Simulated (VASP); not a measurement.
Ni, 1 atom in the cell. Symmetry: Im-3m, No. 229, cubic system. The conventional cell has a = 2.767 Å, b = 2.767 Å, c = 2.767 Å, α = 90.00°, β = 90.00°, γ = 90.00°. Ni (site symmetry m-3m) has 14 Ni at 2.40 to 2.77 Å within 3.2 Å. 

```yaml
Program: VASP 6.6.1
Task: single point
Functional: r2SCAN
Dispersion: D3(BJ)
Potentials_or_basis: VASP PAW PBE potentials, release 64 (Ni)
Cutoff: 520 eV
k_mesh: 15 × 15 × 15
Occupations: fermi-dirac, width 0.1 eV
Spin: collinear spin, ferromagnetic start
Starting_moments: "[1.82] μB"
Fixed_moment: 1.8 μB
Dipole_correction: no
Further_INCAR_settings: ALGO = Normal; EDIFF = 1e-06; NBANDS = 15
```

Potentials or basis: VASP PAW PBE potentials, release 64 (Ni).

Command:

```sh
$ cat potpaw_PBE.64/Ni/POTCAR > POTCAR
$ cp INCAR.step1 INCAR
$ mpirun -np 1 vasp_std > vasp.out
$ cp INCAR.step2 INCAR
$ mpirun -np 1 vasp_std > vasp.out
```

Hardware: 1 thread of Intel(R) Xeon(R) Platinum 8559C (Emerald Rapids), on a shared host.

Estimate the wall time of this run.

Wall time 120 s on 1 thread of Intel(R) Xeon(R) Platinum 8559C (Emerald Rapids) (shared host), peak memory 0.15 GiB. Counts: k points 120.
